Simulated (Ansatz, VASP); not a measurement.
CO2: VASP beside Ansatz

```
CELL_PARAMETERS angstrom
-2.01346 2.01346 3.07317
2.01346 -2.01346 3.07317
2.01346 2.01346 -3.07317
ATOMIC_POSITIONS crystal
O 0.87500 0.95980 0.58480
O 0.37500 0.29020 0.41520
O 0.04020 0.62500 0.91520
O 0.70980 0.12500 0.08480
C 0.00000 0.00000 0.00000
C 0.75000 0.25000 0.50000
```

Change from the starting cell: volume scaled by 1.06.

Alike in both runs: task single point; functional PBEsol; k mesh 9 × 9 × 9; occupations fermi-dirac, width 0.05 eV; no spin polarisation.

|  | VASP | Ansatz |
| --- | --- | --- |
| version | VASP 6.6.1 | Ansatz 0.2.0 |
| potentials or method | VASP PAW PBE potentials, release 64 (O, C), cutoff 520 eV | all-electron LAPW, scalar-relativistic |

|  | VASP | Ansatz | Ansatz less VASP |
| --- | --- | --- | --- |
| gap on the k mesh at the Fermi level (eV) | 7.25 | 7.30 | +0.046 |
| least direct gap on the mesh (eV) | 7.59 | 7.63 | +0.042 |
| pressure (GPa) | -17.9 | -19.1 | -1.18 |
| traceless stress, the component that is largest in VASP (GPa) | -0.45 | -0.37 | +0.086 |
| rms of the force components (eV/Å) | 0.402 | 0.435 | +0.0327 |

VASP's potentials were made for PBE, not for PBEsol. Atom by atom the forces differ by 0.033 eV/Å (rms over components). Ansatz ran all-electron here, and VASP with PAW potentials.
